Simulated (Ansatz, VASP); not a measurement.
## Two plane-wave programs on WS2

```xyz
6
Lattice="3.1800 0.0000 0.0000 -1.5900 2.7540 0.0000 0.0000 0.0000 12.5000" Properties=species:S:1:pos:R:3 pbc="T T T"
W     0.0000    1.8360    3.1250
W     1.5900    0.9180    9.3750
S     0.0000    1.8360    7.8125
S     1.5900    0.9180    1.5625
S     0.0000    1.8360   10.9375
S     1.5900    0.9180    4.6875
```

Alike in both runs: task relaxation of the atoms; functional PBE; k mesh 10 × 10 × 3; no spin polarisation.

```csv
,VASP,Ansatz
version,VASP 6.6.1,Ansatz 0.2.0
potentials or method,"VASP PAW PBE potentials, release 64 (W_sv, S)","scalar-relativistic, plane waves, PAW"
plane-wave cutoff (eV),520,420
occupations,"gaussian, width 0.01 eV",fixed
valence electrons in the cell,52,52
```

Ansatz gave:

- gap on the k mesh at the Fermi level, each at its own relaxed structure (eV): 1.12

What did VASP give for the same quantities?

gap on the k mesh at the Fermi level, each at its own relaxed structure (eV): 1.13.

Ansatz's warnings: stress scf threshold loose.

Spin-orbit coupling is off throughout.
